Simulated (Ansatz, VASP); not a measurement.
**One calculation of ScS4, two programs**

```
Sc S
1.0
     4.84352    0.00000    0.00000
     0.00000    4.84352    0.00000
     0.00000    0.00000    4.84352
Sc S
1 4
Direct
  0.00000 0.00000 0.00000
  0.50000 0.00000 0.00000
  0.00000 0.50000 0.00000
  0.00000 0.00000 0.50000
  0.50000 0.50000 0.50000
```

Alike in both runs: task relaxation of cell and atoms; functional PBE; k mesh 4 × 4 × 4; occupations gaussian, width 0.1 eV; no spin polarisation.

|  | VASP | Ansatz |
| --- | --- | --- |
| version | VASP 6.6.1 | Ansatz 0.2.0 |
| potentials or method | VASP PAW PBE potentials, release 64 (Sc_sv, S), cutoff 600 eV | scalar-relativistic, plane waves, PAW |
| valence electrons in the cell | 35 | 35 |

VASP gave:

- gap on the k mesh at the Fermi level, each at its own relaxed structure (eV): none
- relaxed volume (Å³/atom): 23.52
- relaxed length of the cell vector where the two differ most in proportion (Å): 4.899

Task: Which values does Ansatz return?

Result: gap on the k mesh at the Fermi level, each at its own relaxed structure (eV): none; relaxed volume (Å³/atom): 23.31; relaxed length of the cell vector where the two differ most in proportion (Å): 4.885.

A gap of «none» marks a metal or a gap that the smearing closes.
